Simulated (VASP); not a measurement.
# TaSi2 in VASP: further runs, part 2 of 2

VASP 6.6.1.

### Step 3. Single point, PBE

INCAR reads:

```
SYSTEM = TaSi2
PREC = Accurate
ENCUT = 520
EDIFF = 1E-6
ISMEAR = 0
SIGMA = 0.1
LREAL = .False.
LASPH = .True.
NELM = 100
ALGO = Normal
ISIF = 2
LWAVE = .False.
LCHARG = .False.
GGA = PE
NBANDS = 28
```

KPOINTS reads:

```
Automatic mesh
0
Gamma
  10 10 10
  0 0 0
```

POSCAR reads:

```
TaSi2
1.0
    0.0000000000      4.2660073360      4.3306061487
    2.3998603798      0.0000000000      4.3306061487
    2.3998603798      4.2660073360      0.0000000000
Ta Si
2 4
Direct
    0.2500000000      0.2500000000      0.2500000000
    0.0000000000      0.0000000000      0.0000000000
    0.9007975077      0.5992024923      0.9007975077
    0.3492024923      0.6507975077      0.3492024923
    0.6507975077      0.3492024923      0.6507975077
    0.5992024923      0.9007975077      0.5992024923
```

Potentials or basis: VASP PAW PBE potentials, release 64 (Ta_pv, Si).

On the command line:

```sh
$ cat potpaw_PBE.64/Ta_pv/POTCAR potpaw_PBE.64/Si/POTCAR > POTCAR
$ mpirun -np 1 vasp_std > vasp.out
```

OUTCAR:

```text
SYSTEM = TaSi2
   PREC = Accurate
   ENCUT = 520
   EDIFF = 1E-6
   ISMEAR = 0
   LREAL = .False.
   LASPH = .True.
   NELM = 100
   ISIF = 2
   GGA = PE

 ion  position               nearest neighbor table
   1  0.250  0.250  0.250-   4 2.62   5 2.62   4 2.62   5 2.62   6 2.72   3 2.72   6 2.72   3 2.72
                             6 2.98   3 2.98   2 3.27   2 3.27   2 3.27   2 3.27
   2  0.000  0.000  0.000-   6 2.62   3 2.62   6 2.62   3 2.62   5 2.72   5 2.72   4 2.72   4 2.72
                             4 2.98   5 2.98   1 3.27   1 3.27   1 3.27   1 3.27
   3  0.901  0.599  0.901-   4 2.51   4 2.51   6 2.57   2 2.62   2 2.62   1 2.72   1 2.72   6 2.94
                             6 2.94   1 2.98
   4  0.349  0.651  0.349-   3 2.51   3 2.51   5 2.57   1 2.62   1 2.62   2 2.72   2 2.72   5 2.94
                             5 2.94   2 2.98
   5  0.651  0.349  0.651-   6 2.51   6 2.51   4 2.57   1 2.62   1 2.62   2 2.72   2 2.72   4 2.94
                             4 2.94   2 2.98
   6  0.599  0.901  0.599-   5 2.51   5 2.51   3 2.57   2 2.62   2 2.62   1 2.72   1 2.72   3 2.94
                             3 2.94   1 2.98

  LATTYP: Found a face centered orthorhombic cell.
 ALAT       =     4.7997207596
 B/A-ratio  =     1.7776064691
 C/A-ratio  =     1.8045242070

  Lattice vectors:

 A1 = (   0.0000000000,   4.2660073360,   4.3306061487)
 A2 = (   2.3998603798,   0.0000000000,   4.3306061487)
 A3 = (   2.3998603798,   4.2660073360,   0.0000000000)

Analysis of symmetry for initial positions (statically):
=====================================================================
 Subroutine PRICEL returns:
 Original cell was already a primitive cell.

 Routine SETGRP: Setting up the symmetry group for a
 face centered orthorhombic supercell.

 Subroutine GETGRP returns: Found  8 space group operations
 (whereof  4 operations were pure point group operations)
 out of a pool of  8 trial point group operations.

The static configuration has the point symmetry D_2 .
 The point group associated with its full space group is D_2h.

Analysis of symmetry for dynamics (positions and initial velocities):
=====================================================================
[... 145 lines left out ...]
   LHFCALC =     F    Hartree Fock is set to
   AEXX    =    0.0000 exact exchange contribution
   IVDW    =     0    specifies the selected vdW correction
   LEPSILON=     F    determine dielectric tensor
   LRPA    =     F    only Hartree local field effects (RPA)
 non-spin polarized calculation
 Gauss-broadening in eV      SIGMA  =   0.10
  energy-cutoff  :      520.00
  volume of cell :       88.67
 maximum number of plane-waves:      2411
 NGX is ok and might be reduce to    48
   NGX = 23   NGY = 19   NGZ = 19

 number of electron      38.0000002 magnetization

 Free energy of the ion-electron system (eV)
  ---------------------------------------------------
  ext. energy  EPLUGINS =         0.00000000
  ---------------------------------------------------
  free energy    TOTEN  =       -47.98475108 eV

  energy without entropy =      -47.97804021  energy(sigma->0) =      -47.98139565

 E-fermi :   9.2276     XC(G=0): -11.9686

 val. band max:        9.2038303063   @ k =  -0.3000   0.1000   0.2000
 cond. band min:       9.2359569746   @ k =   0.2000  -0.4000   0.1000
 fundamental gap:      0.0321266683
 Fermi energy:         9.2276281934

 k-point     1 :       0.0000    0.0000    0.0000
  band No.  band energies     occupation
      1     -25.3090      2.00000
      2     -25.3084      2.00000
      3     -25.1728      2.00000
      4     -25.1518      2.00000
      5     -25.1349      2.00000
      6     -25.1260      2.00000
[... 733 lines left out ...]
     27      13.4313      0.00000
     28      13.8310      0.00000

 [... further k-points ...]

------------------------ aborting loop because EDIFF is reached ----------------------------------------

  FORCE on cell =-STRESS in cart. coord.  units (eV):
  Direction    XX          YY          ZZ          XY          YZ          ZX
  --------------------------------------------------------------------------------------
  -------------------------------------------------------------------------------------
  Total        0.0549432      0.0402755      0.0454021      0.0000000      0.0000000      0.0000000
  in kB        0.9927465      0.7277210      0.8203514      0.0000000      0.0000000      0.0000000
  external PRESSURE =       0.8469396 kB  Pullay stress =       0.0000000 kB

 VOLUME and BASIS-vectors are now :
 -----------------------------------------------------------------------------
  energy-cutoff  :      520.00
  volume of cell :       88.67
      direct lattice vectors                 reciprocal lattice vectors
     0.000000000  4.266007336  4.330606149    -0.208345454  0.117205612  0.115457278
     2.399860380  0.000000000  4.330606149     0.208345454 -0.117205612  0.115457278
     2.399860380  4.266007336  0.000000000     0.208345454  0.117205612 -0.115457278

 POSITION                                       TOTAL-FORCE (eV/Angst)
 -----------------------------------------------------------------------------------
      1.19993      2.13300      2.16530        -0.000000      0.000000      0.000000
      0.00000      0.00000      0.00000         0.000000      0.000000     -0.000000
      3.59979      7.68562      6.49591         0.000000     -0.003244     -0.000000
      2.39986      2.97940      4.33061        -0.000000      0.003244      0.000000
      2.39986      5.55261      4.33061        -0.000000     -0.003244      0.000000
      3.59979      5.11240      6.49591         0.000000      0.003244     -0.000000
 -----------------------------------------------------------------------------------
    total drift:                                0.000000      0.000000     -0.000000

  FREE ENERGIE OF THE ION-ELECTRON SYSTEM (eV)
  ---------------------------------------------------
  free  energy   TOTEN  =       -47.9847510814 eV

  energy  without entropy=      -47.9780402129  energy(sigma->0) =      -47.98139565
```

stdout:

```text
POSCAR found type information on POSCAR TaSi
 POSCAR found :  2 types and       6 ions
 scaLAPACK will be used
 LDA part: xc-table for (Slater+PW92), standard interpolation
 POSCAR, INCAR and KPOINTS ok, starting setup
 FFT: planning ... GRIDC
 FFT: planning ... GRID_SOFT
 FFT: planning ... GRID
 WAVECAR not read
 entering main loop
```

Wall time 6.5 min (1 thread of Intel Xeon Platinum 8259CL at 2.50GHz (Skylake/Cascade Lake), shared host); peak memory 0.49 GiB.

Results:

- Free energy: -47.9848 eV
- Pressure: 0.1 GPa
- Largest force: 0.003 eV/Å
- Band gap on the k mesh: zero (bands 19 and 20 overlap by 1.43 eV)

Forces in eV/Å, atoms in the order of the input:
```
Ta   0.000  0.000  0.000
Ta   0.000  0.000  0.000
Si   0.000 -0.003  0.000
Si   0.000  0.003  0.000
Si   0.000 -0.003  0.000
Si   0.000  0.003  0.000
```

Caveat: spin-orbit coupling is left out, which moves the levels of the heavy elements.
